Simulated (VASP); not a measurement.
**Ti: relaxation of cell and atoms with PBEsol+D4**

Ti:

```
Ti
1.0
     0.03061    2.05069    2.05898
     2.05708    0.03414    2.05545
     2.04166    2.03174    0.04956
Ti
1
Cartesian
  0.0000 0.0000 0.0000
```

This cell differs from its parent crystal: the cell strained at random.

* Program: VASP 6.6.1
* Task: relaxation of cell and atoms
* Functional: PBEsol
* Dispersion: D4
* Potentials or basis: VASP PAW PBE potentials, release 64 (Ti_sv)
* Cutoff: 600 eV
* k mesh: 9 × 9 × 9
* Occupations: fermi-dirac, width 0.15 eV
* Spin: collinear spin
* Starting moments: [1.0] μB
* Dipole correction: no
* Further INCAR settings: ALGO = Normal; EDIFF = 1e-07; IBRION = 2; EDIFFG = -0.01; NSW = 60; ISIF = 3

- Relaxed volume: 16.58 Å³/atom
- Relaxed cell: a = 2.859 Å, b = 2.865 Å, c = 2.860 Å, α = 59.94°, β = 60.14°, γ = 59.96°
- Space group after relaxing (to 0.1 Å): Fm-3m (No. 225)
- Energy gained by relaxing: 4.3 meV/atom
- Ionic steps: 5
- Pressure after relaxing: 0.0 GPa
- Band gap on the k mesh: zero (filled and empty bands overlap)
- Net moment: 0.00 μB per cell
- Valence electrons inside the program's atomic spheres: Ti 10.32
- Dispersion energy per atom: -0.123 eV

The path:
```
step  energy change (eV)  largest force (eV/Å)  pressure (GPa)  volume (Å³)
   1              0.0000                0.0000           -1.01        16.73
   2             -0.0035                0.0000            0.70        16.47
   3             -0.0035                0.0000            0.98        16.44
   4             -0.0043                0.0000           -0.14        16.60
   5             -0.0043                0.0000            0.03        16.58
```

Final structure:
```cif
data_structure
_symmetry_space_group_name_H-M 'P 1'
_symmetry_Int_Tables_number 1
_cell_length_a 2.8591
_cell_length_b 2.8654
_cell_length_c 2.8605
_cell_angle_alpha 59.935
_cell_angle_beta 60.144
_cell_angle_gamma 59.959
_cell_volume 16.58
loop_
_atom_site_label
_atom_site_type_symbol
_atom_site_fract_x
_atom_site_fract_y
_atom_site_fract_z
_atom_site_occupancy
Ti1 Ti 0.00000 0.00000 0.00000 1
```

Levels at points of the mesh, in eV from the Fermi level:
Spin up:
| k point | band 4 | band 5 | band 6 | band 7 | band 8 | band 9 |
| --- | --- | --- | --- | --- | --- | --- |
| (0.00, 0.00, 0.00) | -32.29 | -6.21 | 0.89 | 0.90 | 0.93 | 2.62 |
Spin down:
```csv
k point,band 3,band 4,band 5,band 6,band 7,band 8,band 9,band 10
"(0.00, 0.00, 0.00)",-32.29,-32.29,-6.21,0.89,0.90,0.93,2.62,2.66
```

It took 2.9 min on 1 thread of Intel(R) Xeon(R) 6975P-C (Granite Rapids), with other jobs on the host, peak memory 0.27 GiB.

Caveat: the cell differs from its parent crystal (the cell strained at random); the PAW data sets were made with another functional, which shifts forces and pressure a little.
